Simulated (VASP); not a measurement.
Write the native input for VASP 6.6.1 that does the following.

| Item | Value |
| --- | --- |
| Task | single point |
| Functional | PBEsol |
| Potentials or basis | VASP PAW PBE potentials, release 64 (Co) |
| Cutoff | 520 eV |
| k mesh | 15 × 15 × 8 |
| Occupations | fermi-dirac, width 0.1 eV |
| Spin | no spin polarisation |
| Dipole correction | no |
| Further INCAR settings | ALGO = Normal; EDIFF = 1e-06; NBANDS = 16 |

The structure of Co lies in POSCAR:

```
Co
1.0
    2.4873648700      0.0000000000      0.0000000000
   -1.2436824400      2.1541211700      0.0000000000
    0.0000000000      0.0000000000      4.0632895000
Co
2
Direct
    0.6666666667      0.3333333333      0.2598610000
    0.3333333333      0.6666666667      0.7401390000
```

These files were run (other wordings do the same):

INCAR

```
SYSTEM = Co
  ALGO = Normal
  EDIFF = 1E-6
  ENCUT = 520
  GGA = PS
  ISIF = 2
  ISMEAR = -1
  LASPH = .True.
  LCHARG = .False.
  LREAL = .False.
  LWAVE = .False.
  NBANDS = 16
  NELM = 80
  PREC = Accurate
  SIGMA = 0.1
```

KPOINTS

```
k-points
0
Gamma
  15 15 8
  0 0 0
```

Potentials or basis: VASP PAW PBE potentials, release 64 (Co).

Command:

```sh
$ cat potpaw_PBE.64/Co/POTCAR > POTCAR
$ mpirun -np 1 vasp_std > vasp.out
```

Results of the run:

```
Pressure               : -20.5 GPa
Largest force          : 0.507 eV/Å
Band gap on the k mesh : zero (bands 9 and 10 overlap by 1.38 eV)
```

Caveat: the cell stands under tension; the PAW data sets were made with another functional, which shifts forces and pressure a little; the run has no spin polarisation, though such a crystal can be magnetic.

It took 65 s on 1 thread of Intel Xeon 8259CL, with other jobs on the host, peak memory 0.17 GiB.
